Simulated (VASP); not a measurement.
# Bi in VASP: a series of runs

The runs below take Bi through single point, with PBE.

Everything below comes from runs of VASP 6.6.1. Logs are shortened: lines on timing, memory, paths and dates and some standing lists are left out, and cuts for length are marked.

## (1) The cell of the first run

The cell holds a slab with vacuum, 2 atoms: a = 3.539 Å, b = 3.539 Å, c = 18.922 Å, α = 90.00°, β = 90.00°, γ = 120.00°.

## (2) Single point, PBE

File INCAR:

```
SYSTEM = Bi
PREC     = Accurate       ! precision mode
ENCUT    = 520            ! plane-wave cutoff, eV
EDIFF    = 1E-6           ! SCF threshold, eV
ISMEAR   = -1             ! smearing method
SIGMA    = 0.08           ! smearing width, eV
LREAL    = .FALSE.        ! projectors in reciprocal space
LASPH    = .TRUE.         ! aspherical terms in the spheres
NELM     = 100            ! most SCF steps
ALGO     = Normal         ! electronic algorithm
ISIF     = 2              ! what is computed and relaxed
LWAVE    = .FALSE.        ! write WAVECAR
LCHARG   = .TRUE.         ! write CHGCAR
LDIPOL   = .TRUE.       
IDIPOL   = 3            
DIPOL    = 0.5 0.5 0.500
GGA      = PE             ! functional
LELF     = .TRUE.         ! ELF
LVHAR    = .TRUE.       
LVACPOTAV= .TRUE.       
NBANDS   = 22             ! bands
```

File KPOINTS:

```
Automatic mesh
0
G
  12 12 1
  0 0 0
```

File POSCAR:

```
Bi
1.0
    3.5393325092      0.0000000000      0.0000000000
   -1.7696662546      3.0651518654      0.0000000000
    0.0000000000      0.0000000000     18.9217000000
Bi
2
Direct
    0.8333333330      0.1666666670      0.4227944008
    0.1666666670      0.8333333330      0.5772055992
```

Potentials or basis: VASP PAW PBE potentials, release 64 (Bi_d).

Command:

```
$ cat potpaw_PBE.64/Bi_d/POTCAR > POTCAR
$ mpirun -np 1 vasp_std > vasp.out
```

OUTCAR:

```text
SYSTEM = Bi
   PREC = Accurate
   ENCUT = 520
   EDIFF = 1E-6
   ISMEAR = -1
   LREAL = .FALSE.
   LASPH = .TRUE.
   NELM = 100
   ISIF = 2
   GGA = PE

 ion  position               nearest neighbor table
   1  0.833  0.167  0.423-   2 3.57   2 3.57   2 3.57
   2  0.167  0.833  0.577-   1 3.57   1 3.57   1 3.57

  LATTYP: Found a hexagonal cell.
 ALAT       =     3.5393325092
 C/A-ratio  =     5.3461210414

  Lattice vectors:

 A1 = (   3.5393325092,   0.0000000000,   0.0000000000)
 A2 = (  -1.7696662546,   3.0651518654,   0.0000000000)
 A3 = (   0.0000000000,   0.0000000000,  18.9217000000)

Analysis of symmetry for initial positions (statically):
=====================================================================
 Subroutine PRICEL returns:
 Original cell was already a primitive cell.

 Routine SETGRP: Setting up the symmetry group for a
 hexagonal supercell.

 Subroutine GETGRP returns: Found 12 space group operations
 (whereof  4 operations were pure point group operations)
 out of a pool of 24 trial point group operations.

The static configuration has the point symmetry C_2h.
 The point group associated with its full space group is D_3d.

Analysis of symmetry for dynamics (positions and initial velocities):
=====================================================================
 Subroutine PRICEL returns:
 Original cell was already a primitive cell.

 Routine SETGRP: Setting up the symmetry group for a
 hexagonal supercell.

 Subroutine GETGRP returns: Found 12 space group operations
 (whereof  4 operations were pure point group operations)
 out of a pool of 24 trial point group operations.

The dynamic configuration has the point symmetry C_2h.
 The point group associated with its full space group is D_3d.

 Subroutine INISYM returns: Found 12 space group operations
 (whereof  4 operations are pure point group operations),
 and found     1 'primitive' translations

----------------------------------------------------------------------------------------

                                     Primitive cell

  volume of cell :     205.2738

  direct lattice vectors                    reciprocal lattice vectors
     3.539332509  0.000000000  0.000000000     0.282539150  0.163124055  0.000000000
    -1.769666255  3.065151865  0.000000000     0.000000000  0.326248109  0.000000000
     0.000000000  0.000000000 18.921700000     0.000000000  0.000000000  0.052849374

  length of vectors
     3.539332509  3.539332509 18.921700000     0.326248109  0.326248109  0.052849374

  position of ions in fractional coordinates (direct lattice)
     0.833333333  0.166666667  0.422794401
     0.166666667  0.833333333  0.577205599

  ion indices of the primitive-cell ions
   primitive index   ion index
                 1           1
                 2           2

----------------------------------------------------------------------------------------

 KPOINTS: Automatic mesh

Automatic generation of k-mesh.
 Grid dimensions read from file:
 generate k-points for:   12   12    1

 Generating k-lattice:

  Cartesian coordinates                     Fractional coordinates (reciprocal lattice)
     0.023544929  0.013593671  0.000000000     0.083333333  0.000000000  0.000000000
     0.000000000  0.027187342  0.000000000     0.000000000  0.083333333  0.000000000
     0.000000000  0.000000000  0.052849374     0.000000000  0.000000000  1.000000000

  Length of vectors
     0.027187342  0.027187342  0.052849374

  Shift w.r.t. Gamma in fractional coordinates (k-lattice)
     0.000000000  0.000000000  0.000000000

 Subroutine IBZKPT returns following result:
 ===========================================

 Found     19 irreducible k-points:

 Following reciprocal coordinates:
            Coordinates               Weight
  0.000000  0.000000  0.000000      1.000000
  0.083333 -0.000000  0.000000      6.000000
  0.166667 -0.000000  0.000000      6.000000
  0.250000 -0.000000  0.000000      6.000000
  0.333333 -0.000000  0.000000      6.000000
  0.416667 -0.000000  0.000000      6.000000
[... 11 lines left out ...]
  0.333333  0.250000  0.000000     12.000000
  0.333333  0.333333  0.000000      2.000000
   k-points           NKPTS =     19   k-points in BZ     NKDIM =     19   number of bands    NBANDS=     22
   number of dos      NEDOS =    301   number of ions     NIONS =      2
   total plane-waves  NPLWV = 112896
   dimension x,y,z NGX =    28 NGY =   28 NGZ =  144
   dimension x,y,z NGXF=    56 NGYF=   56 NGZF=  288
   ions per type =               2
   NGX,Y,Z   is equivalent  to a cutoff of  13.15, 13.15, 12.65 a.u.
   NGXF,Y,Z  is equivalent  to a cutoff of  26.30, 26.30, 25.30 a.u.
 SYSTEM =  Bi
   PREC   = accura    normal or accurate (medium, high low for compatibility)
   ISTART =      0    job   : 0-new  1-cont  2-samecut
   ICHARG =      2    charge: 1-file 2-atom 10-const
   ISPIN  =      1    spin polarized calculation?
   LNONCOLLINEAR =      F non collinear calculations
   LSORBIT =      F    spin-orbit coupling
   LASPH  =      T    aspherical Exc in radial PAW
   ENCUT  =  520.0 eV  38.22 Ry    6.18 a.u.   6.58  6.58 35.18*2*pi/ulx,y,z
   NELM   =    100;   NELMIN=  2; NELMDL= -5     # of ELM steps
   EDIFF  = 0.1E-05   stopping-criterion for ELM
   LREAL  =      F    real-space projection
   EDIFFG = 0.1E-04   stopping-criterion for IOM
   NSW    =      0    number of steps for IOM
   IBRION =     -1    ionic relax: 0-MD 1-quasi-New 2-CG
   NFREE  =      0    steps in history (QN), initial steepest desc. (CG)
   ISIF   =      2    stress and relaxation
   ISYM   =      2    0-nonsym 1-usesym 2-fastsym
   POTIM  = 0.5000    time-step for ionic-motion
   TEBEG  =    0.0;   TEEND  =   0.0 temperature during run
   PSTRESS=    0.0 pullay stress
   NELECT =      30.0000    total number of electrons
   NUPDOWN=      -1.0000    fix difference up-down
   EMIN   =  10.00;   EMAX   =-10.00  energy-range for DOS
   EFERMI =   0.00;   METHOD = LEGACY
   ISMEAR =    -1;   SIGMA  =   0.08  broadening in eV -4-tet -1-fermi 0-gaus
   EFERMI_NEDOS =   21; number of points for ismear=-14 and -15
   IALGO  =     38    algorithm
   IMIX   =      4    mixing-type and parameters
     AMIX     =   0.40;   BMIX     =  1.00
     AMIX_MAG =   1.60;   BMIX_MAG =  1.00
  volume/ion in A,a.u.               =     102.64       692.63
  Fermi-wavevector in a.u.,A,eV,Ry     =   0.862325  1.629557 10.117341  0.743604
  Thomas-Fermi vector in A             =   1.980110
   LORBIT       =      0    0 simple, 1 ext, 2 COOP (PROOUT), +10 PAW based schemes
   GGA     = PE    functional components
   LHFCALC =     F    Hartree Fock is set to
   AEXX    =    0.0000 exact exchange contribution
   IVDW    =     0    specifies the selected vdW correction
   LEPSILON=     F    determine dielectric tensor
   LRPA    =     F    only Hartree local field effects (RPA)
 non-spin polarized calculation
  energy-cutoff  :      520.00
  volume of cell :      205.27
 maximum number of plane-waves:      5591
 NGX is ok and might be reduce to    28
   NGX = 13   NGY = 13   NGZ = 71

 number of electron      30.0000005 magnetization

 dipolmoment           0.000000      0.000000      0.000000 electrons x Angstroem

 Free energy of the ion-electron system (eV)
  ---------------------------------------------------
  ext. energy  EPLUGINS =         0.00000000
  ---------------------------------------------------
  free energy    TOTEN  =        -7.10018810 eV

  energy without entropy =       -7.07082557  energy(sigma->0) =       -7.08550683

 E-fermi :  -0.3413     XC(G=0):  -3.9668

 val. band max:       -0.3420556032   @ k =   0.0833  -0.0000   0.0000
 cond. band min:      -0.3240642605   @ k =   0.2500  -0.0000   0.0000
 fundamental gap:      0.0179913427
 Fermi energy:        -0.3412531684

 k-point     1 :       0.0000    0.0000    0.0000
  band No.  band energies     occupation
      1     -23.3847      2.00000
      2     -23.3847      2.00000
      3     -23.3818      2.00000
      4     -23.3818      2.00000
      5     -23.3772      2.00000
      6     -23.3722      2.00000
[... 14 lines left out ...]
     21       4.3690      0.00000
     22       5.8803      0.00000

 k-point     2 :       0.0833   -0.0000    0.0000
  band No.  band energies     occupation
      1     -23.3882      2.00000
      2     -23.3835      2.00000
      3     -23.3764      2.00000
      4     -23.3739      2.00000
      5     -23.3722      2.00000
      6     -23.3653      2.00000
[... 14 lines left out ...]
     21       4.2446      0.00000
     22       5.9713      0.00000

 k-point     3 :       0.1667   -0.0000    0.0000
  band No.  band energies     occupation
      1     -23.3987      2.00000
      2     -23.3862      2.00000
      3     -23.3604      2.00000
      4     -23.3541      2.00000
      5     -23.3528      2.00000
      6     -23.3493      2.00000
[... 14 lines left out ...]
     21       4.5571      0.00000
     22       6.1637      0.00000

 k-point     4 :       0.2500   -0.0000    0.0000
  band No.  band energies     occupation
      1     -23.4116      2.00000
      2     -23.3919      2.00000
      3     -23.3521      2.00000
      4     -23.3420      2.00000
      5     -23.3338      2.00000
      6     -23.3231      2.00000
[... 14 lines left out ...]
     21       5.0926      0.00000
     22       6.0064      0.00000

 k-point     5 :       0.3333   -0.0000    0.0000
  band No.  band energies     occupation
      1     -23.4237      2.00000
      2     -23.3984      2.00000
      3     -23.3614      2.00000
      4     -23.3409      2.00000
      5     -23.3341      2.00000
      6     -23.2935      2.00000
[... 292 lines left out ...]
 k-point    17 :       0.2500    0.2500    0.0000
  band No.  band energies     occupation
      1     -23.3731      2.00000
      2     -23.3675      2.00000
      3     -23.3661      2.00000
      4     -23.3481      2.00000
      5     -23.3386      2.00000
      6     -23.3171      2.00000
[... 14 lines left out ...]
     21       6.0908      0.00000
     22       7.1152      0.00000

 k-point    18 :       0.3333    0.2500    0.0000
  band No.  band energies     occupation
      1     -23.3733      2.00000
      2     -23.3674      2.00000
      3     -23.3512      2.00000
      4     -23.3442      2.00000
      5     -23.3409      2.00000
      6     -23.3053      2.00000
[... 14 lines left out ...]
     21       6.5782      0.00000
     22       7.0358      0.00000

 k-point    19 :       0.3333    0.3333    0.0000
  band No.  band energies     occupation
      1     -23.3706      2.00000
      2     -23.3542      2.00000
      3     -23.3542      2.00000
      4     -23.3241      2.00000
      5     -23.3215      2.00000
      6     -23.3215      2.00000
[... 14 lines left out ...]
     21       6.2788      0.00000
     22       6.8991      0.00000

------------------------ aborting loop because EDIFF is reached ----------------------------------------

  FORCE on cell =-STRESS in cart. coord.  units (eV):
  Direction    XX          YY          ZZ          XY          YZ          ZX
  --------------------------------------------------------------------------------------
  -------------------------------------------------------------------------------------
  Total       -1.4648391     -1.4648391     -1.2913398      0.0000000      0.0000000      0.0000000
  in kB      -11.4331788    -11.4331788    -10.0790040      0.0000000      0.0000000      0.0000000
  external PRESSURE =     -10.9817872 kB  Pullay stress =       0.0000000 kB

 VOLUME and BASIS-vectors are now :
 -----------------------------------------------------------------------------
  energy-cutoff  :      520.00
  volume of cell :      205.27
      direct lattice vectors                 reciprocal lattice vectors
     3.539332509  0.000000000  0.000000000     0.282539150  0.163124055  0.000000000
    -1.769666255  3.065151865  0.000000000     0.000000000  0.326248109  0.000000000
     0.000000000  0.000000000 18.921700000     0.000000000  0.000000000  0.052849374

 POSITION                                       TOTAL-FORCE (eV/Angst)
 -----------------------------------------------------------------------------------
      2.65450      0.51086      7.99999         0.000000     -0.000000      0.430710
     -0.88483      2.55429     10.92171        -0.000000      0.000000     -0.430710
 -----------------------------------------------------------------------------------
    total drift:                                0.000000      0.000000      0.000000

  FREE ENERGIE OF THE ION-ELECTRON SYSTEM (eV)
  ---------------------------------------------------
  free  energy   TOTEN  =        -7.1001880976 eV

  energy  without entropy=       -7.0708255702  energy(sigma->0) =       -7.08550683

 vacuum level on the upper side and lower side of the slab         3.630         3.630
```

It took 63 s on 1 thread of AMD EPYC 9R45 (Zen 5), shared host; peak memory 0.31 GiB.

What came out:

| Item | Value |
| --- | --- |
| Free energy | -7.1002 eV |
| Largest force | 0.431 eV/Å |
| Band gap on the k mesh | zero (band 15 reaches 2.86 eV, above the bottom of band 16 at -2.01 eV) |

Forces on the atoms (eV/Å):
```
Bi   0.000  0.000  0.431
Bi   0.000  0.000 -0.431
```

Caveat: spin-orbit coupling is left out, which moves the levels of the heavy elements.

## (3) Single point, PBE

File INCAR:

```
ALGO = Normal
DIPOL = 0.5 0.5 0.500
EDIFF = 1E-6
ENCUT = 520
GGA = PE
IDIPOL = 3
ISIF = 2
ISMEAR = -1
LASPH = T
LCHARG = F
LDIPOL = T
LREAL = F
LWAVE = F
NBANDS = 22
NELM = 100
PREC = Accurate
SIGMA = 0.08
```

File KPOINTS:

```
k-points
0
Gamma
  12 12 1
```

File POSCAR:

```
Bi
1.0
    3.5393325092      0.0000000000      0.0000000000
   -1.7696662546      3.0651518654      0.0000000000
    0.0000000000      0.0000000000     18.9217000000
Bi
2
Direct
    0.8333333333      0.1666666667      0.4300116302
    0.1666666667      0.8333333333      0.5699883698
```

Potentials or basis: VASP PAW PBE potentials, release 64 (Bi_d).

Command:

```
$ cat potpaw_PBE.64/Bi_d/POTCAR > POTCAR
$ mpirun -np 1 vasp_std > vasp.out
```

Run time: 58 s. Hardware: 1 thread of AMD EPYC 9R45 (Zen 5), shared host; peak memory 0.31 GiB.

The run converged. Its results:

| Quantity | Value |
| --- | --- |
| Free energy | -7.1634 eV |
| Largest force | 0.004 eV/Å |
| Band gap on the k mesh | zero (band 15 reaches 2.95 eV, above the bottom of band 16 at -1.67 eV) |

Forces on the atoms (eV/Å):
```
Bi   0.000  0.000 -0.004
Bi   0.000  0.000  0.004
```

Levels at points of the mesh, in eV from the Fermi level:
| k point | band 13 | band 14 | band 15 | band 16 | band 17 | band 18 |
| --- | --- | --- | --- | --- | --- | --- |
| (0.00, 0.00, 0.00) | -3.69 | 0.37 | 3.12 | 3.55 | 3.55 | 3.89 |
| (0.50, 0.00, 0.00) | -4.63 | -3.75 | -0.34 | 0.72 | 1.13 | 2.80 |

Caveat: spin-orbit coupling is left out, which moves the levels of the heavy elements.
